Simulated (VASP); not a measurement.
A run of VASP 6.6.1:

File INCAR:

```
  PREC = Accurate
  ENCUT = 520
  EDIFF = 1E-6
  ISMEAR = 0
  SIGMA = 0.1
  LREAL = F
  LASPH = T
  NELM = 80
  ALGO = Normal
  ISIF = 2
  LWAVE = F
  LCHARG = F
  GGA = PS
  NBANDS = 36
```

The input KPOINTS:

```
Automatic mesh
0
Gamma
  8 5 5
```

Contents of POSCAR:

```
W
1.0
    2.9003582138      0.0000000000      0.0000000000
    0.0000000000      5.0208762852      0.0000000000
    0.0000000000      0.0000000000      5.0826324431
W
4
Direct
    0.7931720000      0.5631570000      0.2500000000
    0.2068280000      0.0631570000      0.2500000000
    0.2068280000      0.4368430000      0.7500000000
    0.7931720000      0.9368430000      0.7500000000
```

Potentials or basis: VASP PAW PBE potentials, release 64 (W_sv).

Run with:

```sh
$ cat potpaw_PBE.64/W_sv/POTCAR > POTCAR
$ mpirun -np 1 vasp_std > vasp.out
```

Hardware: 1 thread of AMD EPYC 9R45 96-Core Processor (Zen 5), on a shared host.

Q: How long does it take, and how much memory?

A: It took 64 s on 1 thread of AMD EPYC 9R45 96-Core Processor (Zen 5), on a shared host, peak memory 0.19 GiB. Counts: scf iterations 13, k points 45.
